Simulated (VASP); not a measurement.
Write the native input for VASP 6.6.1 that does the following.

```yaml
Task: single point
Functional: PBEsol
Potentials_or_basis: VASP PAW PBE potentials, release 64 (K_sv, Ag, O)
Cutoff: 520 eV
k_mesh: 10 × 10 × 4
Occupations: gaussian, width 0.1 eV
Spin: no spin polarisation
Dipole_correction: no
Further_INCAR_settings: ALGO = Normal; EDIFF = 1e-06; NBANDS = 45
```

The structure of K2Ag2O5 lies in POSCAR:

```
K2Ag2O5
1.0
    3.9416853372      0.0000000000      0.0000000000
    0.0000000000      3.9416853372      0.0000000000
    0.0000000000      0.0000000000      9.3856047219
K Ag O
2 2 5
Direct
    0.0000000000      0.0000000000      0.0000000000
    0.0000000000      0.0000000000      0.5000000000
    0.5000000000      0.5000000000      0.7253866603
    0.5000000000      0.5000000000      0.2746133397
    0.0000000000      0.5000000000      0.7424774472
    0.0000000000      0.5000000000      0.2575225528
    0.5000000000      0.5000000000      0.5000000000
    0.5000000000      0.0000000000      0.7424774472
    0.5000000000      0.0000000000      0.2575225528
```

This cell differs from its parent crystal: Rh replaced by Ag, lengths x 1.004, strained.

The input as run:

INCAR

```
SYSTEM = K2Ag2O5
PREC = Accurate ; ENCUT = 520
EDIFF = 1E-6 ; ISMEAR = 0
SIGMA = 0.1 ; LREAL = .False.
LASPH = .True. ; NELM = 100
ALGO = Normal ; ISIF = 2
LWAVE = .False. ; LCHARG = .True.
GGA = PS ; LELF = .True.
LVHAR = .True. ; NBANDS = 45
```

KPOINTS

```
regular mesh
0
Gamma
  10 10 4
  0 0 0
```

Potentials or basis: VASP PAW PBE potentials, release 64 (K_sv, Ag, O).

Run with:

```bash
$ cat potpaw_PBE.64/K_sv/POTCAR potpaw_PBE.64/Ag/POTCAR potpaw_PBE.64/O/POTCAR > POTCAR
$ mpirun -np 1 vasp_std > vasp.out
```

Results of the run:

```yaml
Pressure: -0.7 GPa
Largest_force: 1.806 eV/Å
Band_gap_on_the_k_mesh: zero (bands 35 and 36 overlap by 0.40 eV)
```

Caveat: the cell differs from its parent crystal (Rh replaced by Ag, lengths x 1.004, strained); the PAW data sets were made with another functional, which shifts forces and pressure a little.

Wall time 7.4 min on 1 thread of Intel(R) Xeon(R) Platinum 8488C (Sapphire Rapids), on a shared host, peak memory 0.48 GiB.
